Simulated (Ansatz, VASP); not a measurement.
# Two plane-wave programs on SnTe5

```
Sn Te
1.0
     3.89083    0.00000    0.00000
     0.00000    3.89083    0.00000
     0.00000    0.00000   11.41888
Sn Te
1 5
Direct
  0.50000 0.50000 0.00000
  0.50000 0.50000 0.34085
  0.50000 0.50000 0.65915
  0.00000 0.00000 0.16052
  0.00000 0.00000 0.83948
  0.00000 0.00000 0.50000
```

Change from the starting cell: species swapped into the Hf5Pb type (P4/mmm, No. 123).

Alike in both runs: functional PBE; k mesh 10 × 10 × 4; occupations gaussian, width 0.1 eV; no spin polarisation.

Ansatz relaxed the structure, and its values are those at the end. VASP's run is a single point on that final structure, the one shown.

|  | VASP | Ansatz |
| --- | --- | --- |
| version | VASP 6.6.1 | Ansatz 0.2.0 |
| potentials or method | VASP PAW PBE potentials, release 64 (Sn_d, Te), cutoff 520 eV | scalar-relativistic, plane waves, PAW |
| valence electrons in the cell | 44 | 94 |

```csv
,VASP,Ansatz,Ansatz less VASP
gap on the k mesh at the Fermi level (eV),none,none,-
pressure (GPa),-0.1,0.0,+0.07
```

A gap of «none» marks a metal or a gap that the smearing closes. The functional is the same, so the differences come from potentials, cutoffs and numerics. VASP's potentials hold 44 valence electrons a cell and Ansatz's 94, so a difference there can come from the potentials and not from the codes.

Spin-orbit coupling is off throughout.
